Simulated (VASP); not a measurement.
# VO2 (base) (P4_2/mnm) in VASP: notebook

The runs below take VO2 (base) through single point, with PBE.

Program: VASP 6.6.1. These are calculated values, not measurements. Logs are shortened: lines on timing, memory, paths and dates and some standing lists are left out, and cuts for length are marked.

## Step 1: The cell of the first run

The structure is tetragonal, space group P4_2/mnm (No. 136). Conventional cell: a = 4.584 Å, b = 4.584 Å, c = 2.838 Å, α = 90.00°, β = 90.00°, γ = 90.00°. V (site symmetry mmm) has 6 O at 1.92 to 1.94 Å within 2.5 Å. O (site symmetry m2m) has 3 V at 1.92 to 1.94 Å within 2.5 Å.

## Step 2: Single point, PBE, collinear spin, ferromagnetic start

Input file INCAR:

```
ALGO = Normal
EDIFF = 1E-6
ENCUT = 600
GGA = PE
GGA_COMPAT = False
ISIF = 2
ISMEAR = 0
ISPIN = 2
LASPH = True
LCHARG = True
LELF = True
LMAXMIX = 4
LORBIT = 11
LREAL = False
LVHAR = True
LWAVE = False
MAGMOM = 0.92 0.92 0 0 0 0
NBANDS = 38
NELM = 200
PREC = Accurate
SIGMA = 0.1
```

Input file KPOINTS:

```
k-points
0
Gamma
  8 8 12
```

Input file POSCAR:

```
VO2
1.0
    4.5836000654      0.0000000000      0.0000000000
    0.0000000000      4.5836000654      0.0000000000
    0.0000000000      0.0000000000      2.8383139491
V O
2 4
Direct
    0.0000000000      0.0000000000      0.0000000000
    0.5000000000      0.5000000000      0.5000000000
    0.2999956627      0.2999956627      0.0000000000
    0.2000043373      0.7999956627      0.5000000000
    0.7000043373      0.7000043373      0.0000000000
    0.7999956627      0.2000043373      0.5000000000
```

Potentials or basis: VASP PAW PBE potentials, release 64 (V_sv, O).

Launch:

```
$ cat potpaw_PBE.64/V_sv/POTCAR potpaw_PBE.64/O/POTCAR > POTCAR
$ mpirun -np 1 vasp_std > vasp.out
```

OUTCAR:

```text
EDIFF = 1E-6
   ENCUT = 600
   GGA = PE
   ISIF = 2
   ISMEAR = 0
   ISPIN = 2
   LASPH = True
   LORBIT = 11
   LREAL = False
   NELM = 200
   PREC = Accurate

 ion  position               nearest neighbor table
   1  0.000  0.000  0.000-   4 1.92   6 1.92   4 1.92   6 1.92   5 1.94   3 1.94
   2  0.500  0.500  0.500-   3 1.92   5 1.92   3 1.92   5 1.92   4 1.94   6 1.94
   3  0.300  0.300  0.000-   2 1.92   2 1.92   1 1.94
   4  0.200  0.800  0.500-   1 1.92   1 1.92   2 1.94
   5  0.700  0.700  0.000-   2 1.92   2 1.92   1 1.94
   6  0.800  0.200  0.500-   1 1.92   1 1.92   2 1.94

  LATTYP: Found a simple tetragonal cell.
 ALAT       =     4.5836000654
 C/A-ratio  =     0.6192324611

  Lattice vectors:

 A1 = (   4.5836000654,   0.0000000000,   0.0000000000)
 A2 = (   0.0000000000,   4.5836000654,   0.0000000000)
 A3 = (   0.0000000000,   0.0000000000,   2.8383139491)

Analysis of symmetry for initial positions (statically):
=====================================================================
 Subroutine PRICEL returns:
 Original cell was already a primitive cell.

 Routine SETGRP: Setting up the symmetry group for a
 simple tetragonal supercell.

 Subroutine GETGRP returns: Found 16 space group operations
 (whereof  8 operations were pure point group operations)
 out of a pool of 16 trial point group operations.

The static configuration has the point symmetry D_2h.
 The point group associated with its full space group is D_4h.

Analysis of symmetry for dynamics (positions and initial velocities):
=====================================================================
 Subroutine PRICEL returns:
 Original cell was already a primitive cell.

 Routine SETGRP: Setting up the symmetry group for a
 simple tetragonal supercell.

 Subroutine GETGRP returns: Found 16 space group operations
 (whereof  8 operations were pure point group operations)
 out of a pool of 16 trial point group operations.

The dynamic configuration has the point symmetry D_2h.
 The point group associated with its full space group is D_4h.

Analysis of structural, dynamic, and magnetic symmetry:
=====================================================================
 Subroutine PRICEL returns:
 Original cell was already a primitive cell.

 Routine SETGRP: Setting up the symmetry group for a
 simple tetragonal supercell.

 Subroutine GETGRP returns: Found 16 space group operations
 (whereof  8 operations were pure point group operations)
 out of a pool of 16 trial point group operations.

The overall configuration has the point symmetry D_2h.
 The point group associated with its full space group is D_4h.

 Subroutine INISYM returns: Found 16 space group operations
 (whereof  8 operations are pure point group operations),
 and found     1 'primitive' translations

----------------------------------------------------------------------------------------

                                     Primitive cell

  volume of cell :      59.6312

  direct lattice vectors                    reciprocal lattice vectors
     4.583600065  0.000000000  0.000000000     0.218169122  0.000000000  0.000000000
     0.000000000  4.583600065  0.000000000     0.000000000  0.218169122  0.000000000
     0.000000000  0.000000000  2.838313949     0.000000000  0.000000000  0.352321842

  length of vectors
     4.583600065  4.583600065  2.838313949     0.218169122  0.218169122  0.352321842

  position of ions in fractional coordinates (direct lattice)
     0.000000000  0.000000000  0.000000000
     0.500000000  0.500000000  0.500000000
     0.299995663  0.299995663  0.000000000
     0.200004337  0.799995663  0.500000000
     0.700004337  0.700004337  0.000000000
     0.799995663  0.200004337  0.500000000

  ion indices of the primitive-cell ions
   primitive index   ion index
                 1           1
                 2           2
                 3           3
                 4           4
                 5           5
                 6           6

----------------------------------------------------------------------------------------

 KPOINTS: k-points

[... 47 lines left out ...]
  0.500000  0.125000  0.083333      8.000000
 [... further k-points ...]
   k-points           NKPTS =    105   k-points in BZ     NKDIM =    105   number of bands    NBANDS=     38
   number of dos      NEDOS =    301   number of ions     NIONS =      6
   total plane-waves  NPLWV =  38400
   dimension x,y,z NGX =    40 NGY =   40 NGZ =   24
   dimension x,y,z NGXF=    80 NGYF=   80 NGZF=   48
   ions per type =               2   4
   NGX,Y,Z   is equivalent  to a cutoff of  14.51, 14.51, 14.06 a.u.
   NGXF,Y,Z  is equivalent  to a cutoff of  29.02, 29.02, 28.11 a.u.
 SYSTEM =  unknown system
   PREC   = accura    normal or accurate (medium, high low for compatibility)
   ISTART =      0    job   : 0-new  1-cont  2-samecut
   ICHARG =      2    charge: 1-file 2-atom 10-const
   ISPIN  =      2    spin polarized calculation?
   LNONCOLLINEAR =      F non collinear calculations
   LSORBIT =      F    spin-orbit coupling
   LASPH  =      T    aspherical Exc in radial PAW
   ENCUT  =  600.0 eV  44.10 Ry    6.64 a.u.   9.15  9.15  5.67*2*pi/ulx,y,z
   NELM   =    200;   NELMIN=  2; NELMDL= -5     # of ELM steps
   EDIFF  = 0.1E-05   stopping-criterion for ELM
   LREAL  =      F    real-space projection
   EDIFFG = 0.1E-04   stopping-criterion for IOM
   NSW    =      0    number of steps for IOM
   IBRION =     -1    ionic relax: 0-MD 1-quasi-New 2-CG
   NFREE  =      0    steps in history (QN), initial steepest desc. (CG)
   ISIF   =      2    stress and relaxation
   ISYM   =      2    0-nonsym 1-usesym 2-fastsym
   POTIM  = 0.5000    time-step for ionic-motion
   TEBEG  =    0.0;   TEEND  =   0.0 temperature during run
   PSTRESS=    0.0 pullay stress
   NELECT =      50.0000    total number of electrons
   NUPDOWN=      -1.0000    fix difference up-down
   EMIN   =  10.00;   EMAX   =-10.00  energy-range for DOS
   EFERMI =   0.00;   METHOD = LEGACY
   ISMEAR =     0;   SIGMA  =   0.10  broadening in eV -4-tet -1-fermi 0-gaus
   EFERMI_NEDOS =   21; number of points for ismear=-14 and -15
   IALGO  =     38    algorithm
   IMIX   =      4    mixing-type and parameters
     AMIX     =   0.40;   BMIX     =  1.00
     AMIX_MAG =   1.60;   BMIX_MAG =  1.00
  volume/ion in A,a.u.               =       9.94        67.07
  Fermi-wavevector in a.u.,A,eV,Ry     =   1.543738  2.917241 32.424404  2.383126
  Thomas-Fermi vector in A             =   2.649358
   LORBIT       =     11    0 simple, 1 ext, 2 COOP (PROOUT), +10 PAW based schemes
   GGA     = PE    functional components
   LHFCALC =     F    Hartree Fock is set to
   AEXX    =    0.0000 exact exchange contribution
   IVDW    =     0    specifies the selected vdW correction
   LEPSILON=     F    determine dielectric tensor
   LRPA    =     F    only Hartree local field effects (RPA)
 spin polarized calculation
 Gauss-broadening in eV      SIGMA  =   0.10
  energy-cutoff  :      600.00
  volume of cell :       59.63
 maximum number of plane-waves:      2010
 NGX is ok and might be reduce to    40
   NGX = 19   NGY = 19   NGZ = 11

 number of electron      50.0000000 magnetization       1.9987777

 Free energy of the ion-electron system (eV)
  ---------------------------------------------------
  ext. energy  EPLUGINS =         0.00000000
  ---------------------------------------------------
  free energy    TOTEN  =       -51.97406495 eV

  energy without entropy =      -51.95844779  energy(sigma->0) =      -51.96625637

 E-fermi :   6.1793     XC(G=0): -11.7142

 val. band max:        6.1737001972   @ k =   0.1250   0.1250   0.0000
 cond. band min:       6.1802629608   @ k =   0.0000   0.0000   0.4167
 fundamental gap:      0.0065627636
 Fermi energy:         6.1792564580

 spin component 1

 k-point     1 :       0.0000    0.0000    0.0000
  band No.  band energies     occupation
      1     -59.9106      1.00000
      2     -59.9020      1.00000
      3     -33.7372      1.00000
      4     -33.7372      1.00000
      5     -33.6603      1.00000
      6     -33.6554      1.00000
[... 949 lines left out ...]
     36      15.6136      0.00000
     37      18.5055      0.00000

 [... further k-points ...]

 spin component 2

 k-point     1 :       0.0000    0.0000    0.0000
  band No.  band energies     occupation
      1     -58.8072      1.00000
      2     -58.7980      1.00000
      3     -32.6458      1.00000
      4     -32.6458      1.00000
      5     -32.5956      1.00000
      6     -32.5763      1.00000
[... 949 lines left out ...]
     36      15.7345      0.00000
     37      18.7814      0.00000

 [... further k-points ...]

 [bands above 37 left out]

------------------------ aborting loop because EDIFF is reached ----------------------------------------

  FORCE on cell =-STRESS in cart. coord.  units (eV):
  Direction    XX          YY          ZZ          XY          YZ          ZX
  --------------------------------------------------------------------------------------
  -------------------------------------------------------------------------------------
  Total        0.1586901      0.1586901      0.2989825     -0.0000000      0.0000000      0.0000000
  in kB        4.2636998      4.2636998      8.0330875     -0.0000000      0.0000000      0.0000000
  external PRESSURE =       5.5201624 kB  Pullay stress =       0.0000000 kB

 VOLUME and BASIS-vectors are now :
 -----------------------------------------------------------------------------
  energy-cutoff  :      600.00
  volume of cell :       59.63
      direct lattice vectors                 reciprocal lattice vectors
     4.583600065  0.000000000  0.000000000     0.218169122  0.000000000  0.000000000
     0.000000000  4.583600065  0.000000000     0.000000000  0.218169122  0.000000000
     0.000000000  0.000000000  2.838313949     0.000000000  0.000000000  0.352321842

 POSITION                                       TOTAL-FORCE (eV/Angst)
 -----------------------------------------------------------------------------------
      0.00000      0.00000      0.00000         0.000000     -0.000000      0.000000
      2.29180      2.29180      1.41916         0.000000     -0.000000      0.000000
      1.37506      1.37506      0.00000        -0.021348     -0.021348      0.000000
      0.91674      3.66686      1.41916         0.021348     -0.021348      0.000000
      3.20854      3.20854      0.00000         0.021348      0.021348     -0.000000
      3.66686      0.91674      1.41916        -0.021348      0.021348     -0.000000
 -----------------------------------------------------------------------------------
    total drift:                               -0.000000     -0.000000     -0.000000

  FREE ENERGIE OF THE ION-ELECTRON SYSTEM (eV)
  ---------------------------------------------------
  free  energy   TOTEN  =       -51.9740649508 eV

  energy  without entropy=      -51.9584477932  energy(sigma->0) =      -51.96625637

 total charge

# of ion       s       p       d       tot
------------------------------------------
    1        2.281   6.333   2.902  11.516
    2        2.281   6.333   2.902  11.516
    3        1.569   3.475   0.000   5.044
    4        1.569   3.475   0.000   5.044
    5        1.569   3.475   0.000   5.044
    6        1.569   3.475   0.000   5.044
--------------------------------------------------
tot         10.837  26.567   5.805  43.209

 magnetization (x)

# of ion       s       p       d       tot
------------------------------------------
    1        0.013   0.012   1.024   1.049
    2        0.013   0.012   1.024   1.049
    3       -0.002  -0.051   0.000  -0.053
    4       -0.002  -0.051   0.000  -0.053
    5       -0.002  -0.051   0.000  -0.053
    6       -0.002  -0.051   0.000  -0.053
--------------------------------------------------
tot          0.018  -0.181   2.048   1.885
```

Run time: 3.9 min. Hardware: 1 thread of Intel Xeon 6975P-C (Granite Rapids), shared host; peak memory 0.5 GiB.

Results:

| Property | Result |
| --- | --- |
| Free energy | -51.9741 eV |
| Pressure | 0.6 GPa |
| Largest force | 0.030 eV/Å |
| Band gap on the k mesh | zero (filled and empty bands overlap) |
| Net moment | 2.00 μB per cell |
| Site moments | V +1.05; O -0.05 μB |
| Valence electrons inside the program's atomic spheres | V 11.52; O 5.04 |

Forces in eV/Å, atoms in the order of the input:
```
V    0.000  0.000  0.000
V    0.000  0.000  0.000
O   -0.021 -0.021  0.000
O    0.021 -0.021  0.000
O    0.021  0.021  0.000
O   -0.021  0.021  0.000
```

Caveat: semilocal functionals often make such compounds metallic where correlation or magnetic order opens a gap, which also shifts bond lengths.

## Step 3: Single point, PBE, collinear spin, ferromagnetic start

Input file INCAR:

```
PREC = Accurate
ENCUT = 600
EDIFF = 1E-6
ISMEAR = 0
SIGMA = 0.1
LREAL = False
LASPH = True
NELM = 200
ALGO = Normal
ISIF = 2
LWAVE = False
LCHARG = False
ISPIN = 2
MAGMOM = 0.91 0.91 0 0 0 0
LORBIT = 11
LMAXMIX = 4
GGA = PE
NBANDS = 38
GGA_COMPAT = False
```

Input file KPOINTS:

```
regular mesh
0
Gamma
  8 8 12
```

POSCAR is that of step 2.

Potentials or basis: VASP PAW PBE potentials, release 64 (V_sv, O).

Launch:

```
$ cat potpaw_PBE.64/V_sv/POTCAR potpaw_PBE.64/O/POTCAR > POTCAR
$ mpirun -np 1 vasp_std > vasp.out
```

OUTCAR:

```text
PREC = Accurate
   ENCUT = 600
   EDIFF = 1E-6
   ISMEAR = 0
   LREAL = False
   LASPH = True
   NELM = 200
   ISIF = 2
   ISPIN = 2
   LORBIT = 11
   GGA = PE

 ion  position               nearest neighbor table
   1  0.000  0.000  0.000-   4 1.92   6 1.92   4 1.92   6 1.92   5 1.94   3 1.94
   2  0.500  0.500  0.500-   3 1.92   5 1.92   3 1.92   5 1.92   4 1.94   6 1.94
   3  0.300  0.300  0.000-   2 1.92   2 1.92   1 1.94
   4  0.200  0.800  0.500-   1 1.92   1 1.92   2 1.94
   5  0.700  0.700  0.000-   2 1.92   2 1.92   1 1.94
   6  0.800  0.200  0.500-   1 1.92   1 1.92   2 1.94

  LATTYP: Found a simple tetragonal cell.
 ALAT       =     4.5836000654
 C/A-ratio  =     0.6192324611

  Lattice vectors:

 A1 = (   4.5836000654,   0.0000000000,   0.0000000000)
 A2 = (   0.0000000000,   4.5836000654,   0.0000000000)
 A3 = (   0.0000000000,   0.0000000000,   2.8383139491)

Analysis of symmetry for initial positions (statically):
=====================================================================
 Subroutine PRICEL returns:
 Original cell was already a primitive cell.

 Routine SETGRP: Setting up the symmetry group for a
 simple tetragonal supercell.

 Subroutine GETGRP returns: Found 16 space group operations
 (whereof  8 operations were pure point group operations)
 out of a pool of 16 trial point group operations.

The static configuration has the point symmetry D_2h.
 The point group associated with its full space group is D_4h.

Analysis of symmetry for dynamics (positions and initial velocities):
=====================================================================
 Subroutine PRICEL returns:
 Original cell was already a primitive cell.

 Routine SETGRP: Setting up the symmetry group for a
 simple tetragonal supercell.

 Subroutine GETGRP returns: Found 16 space group operations
 (whereof  8 operations were pure point group operations)
 out of a pool of 16 trial point group operations.

The dynamic configuration has the point symmetry D_2h.
[... 182 lines left out ...]
  band No.  band energies     occupation
      1     -59.9106      1.00000
      2     -59.9020      1.00000
      3     -33.7372      1.00000
      4     -33.7372      1.00000
      5     -33.6603      1.00000
      6     -33.6554      1.00000
[... 949 lines left out ...]
     36      15.6136      0.00000
     37      18.5055      0.00000

 [... further k-points ...]

 spin component 2

 k-point     1 :       0.0000    0.0000    0.0000
  band No.  band energies     occupation
      1     -58.8072      1.00000
      2     -58.7980      1.00000
      3     -32.6459      1.00000
      4     -32.6459      1.00000
      5     -32.5956      1.00000
      6     -32.5763      1.00000
[... 949 lines left out ...]
     36      15.7345      0.00000
     37      18.7815      0.00000

 [... further k-points ...]

 [bands above 37 left out]

------------------------ aborting loop because EDIFF is reached ----------------------------------------

  FORCE on cell =-STRESS in cart. coord.  units (eV):
  Direction    XX          YY          ZZ          XY          YZ          ZX
  --------------------------------------------------------------------------------------
  -------------------------------------------------------------------------------------
  Total        0.1586390      0.1586390      0.2988404     -0.0000000      0.0000000      0.0000000
  in kB        4.2623273      4.2623273      8.0292689     -0.0000000      0.0000000      0.0000000
  external PRESSURE =       5.5179745 kB  Pullay stress =       0.0000000 kB

 VOLUME and BASIS-vectors are now :
 -----------------------------------------------------------------------------
  energy-cutoff  :      600.00
  volume of cell :       59.63
      direct lattice vectors                 reciprocal lattice vectors
     4.583600065  0.000000000  0.000000000     0.218169122  0.000000000  0.000000000
     0.000000000  4.583600065  0.000000000     0.000000000  0.218169122  0.000000000
     0.000000000  0.000000000  2.838313949     0.000000000  0.000000000  0.352321842

 POSITION                                       TOTAL-FORCE (eV/Angst)
 -----------------------------------------------------------------------------------
      0.00000      0.00000      0.00000        -0.000000     -0.000000     -0.000000
      2.29180      2.29180      1.41916        -0.000000     -0.000000     -0.000000
      1.37506      1.37506      0.00000        -0.021350     -0.021350     -0.000000
      0.91674      3.66686      1.41916         0.021350     -0.021350     -0.000000
      3.20854      3.20854      0.00000         0.021350      0.021350      0.000000
      3.66686      0.91674      1.41916        -0.021350      0.021350      0.000000
 -----------------------------------------------------------------------------------
    total drift:                               -0.000000     -0.000000     -0.000000

  FREE ENERGIE OF THE ION-ELECTRON SYSTEM (eV)
  ---------------------------------------------------
  free  energy   TOTEN  =       -51.9740649417 eV

  energy  without entropy=      -51.9584477958  energy(sigma->0) =      -51.96625637

 total charge

# of ion       s       p       d       tot
------------------------------------------
    1        2.281   6.333   2.902  11.516
    2        2.281   6.333   2.902  11.516
    3        1.569   3.475   0.000   5.044
    4        1.569   3.475   0.000   5.044
    5        1.569   3.475   0.000   5.044
    6        1.569   3.475   0.000   5.044
--------------------------------------------------
tot         10.837  26.567   5.805  43.209

 magnetization (x)

# of ion       s       p       d       tot
------------------------------------------
    1        0.013   0.012   1.024   1.049
    2        0.013   0.012   1.024   1.049
    3       -0.002  -0.051   0.000  -0.053
    4       -0.002  -0.051   0.000  -0.053
    5       -0.002  -0.051   0.000  -0.053
    6       -0.002  -0.051   0.000  -0.053
--------------------------------------------------
tot          0.018  -0.181   2.048   1.885
```

stdout:

```text
POSCAR found type information on POSCAR V O
 POSCAR found :  2 types and       6 ions
 scaLAPACK will be used
 LDA part: xc-table for (Slater+PW92), standard interpolation
 POSCAR, INCAR and KPOINTS ok, starting setup
 FFT: planning ... GRIDC
 FFT: planning ... GRID_SOFT
 FFT: planning ... GRID
 WAVECAR not read
 entering main loop
```

Wall time 4.9 min (1 thread of Intel Xeon 6975P-C (Granite Rapids), shared host); peak memory 0.51 GiB.

Results:

```yaml
Free_energy: -51.9741 eV
Pressure: 0.6 GPa
Largest_force: 0.030 eV/Å
Band_gap_on_the_k_mesh: zero (filled and empty bands overlap)
Net_moment: 2.00 μB per cell
Site_moments: V +1.05; O -0.05 μB
Valence_electrons_inside_the_program's_atomic_spheres: V 11.52; O 5.04
```

Forces in eV/Å, atoms in the order of the input:
```
V    0.000  0.000  0.000
V    0.000  0.000  0.000
O   -0.021 -0.021  0.000
O    0.021 -0.021  0.000
O    0.021  0.021  0.000
O   -0.021  0.021  0.000
```

Caveat: semilocal functionals often make such compounds metallic where correlation or magnetic order opens a gap, which also shifts bond lengths. With open d or f shells a metallic result of PBE can be an artefact of self-interaction; +U or a hybrid may open a gap.
